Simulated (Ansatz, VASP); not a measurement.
## RbCl: VASP beside Ansatz

```xyz
2
Lattice="0.0000 3.3706 3.3706 3.3706 0.0000 3.3706 3.3706 3.3706 0.0000" Properties=species:S:1:pos:R:3 pbc="T T T"
Rb    0.0000    0.0000    0.0000
Cl    3.3706    3.3706    3.3706
```

Alike in both runs: task single point; functional r2SCAN; k mesh 6 × 6 × 6; no spin polarisation.

```csv
,VASP,Ansatz
version,VASP 6.6.1,Ansatz 0.2.0
potentials or method,"VASP PAW PBE potentials, release 64 (Rb_sv, Cl)","plane waves, PAW"
plane-wave cutoff (eV),550,500
occupations,"gaussian, width 0.01 eV",fixed
valence electrons in the cell,16,16
```

```tsv
	VASP	Ansatz	Ansatz less VASP
gap on the k mesh at the Fermi level (eV)	5.38	5.38	-0.001
pressure (GPa)	-0.8	-0.8	0.00
```

VASP's potentials were made for PBE, not for r2SCAN.
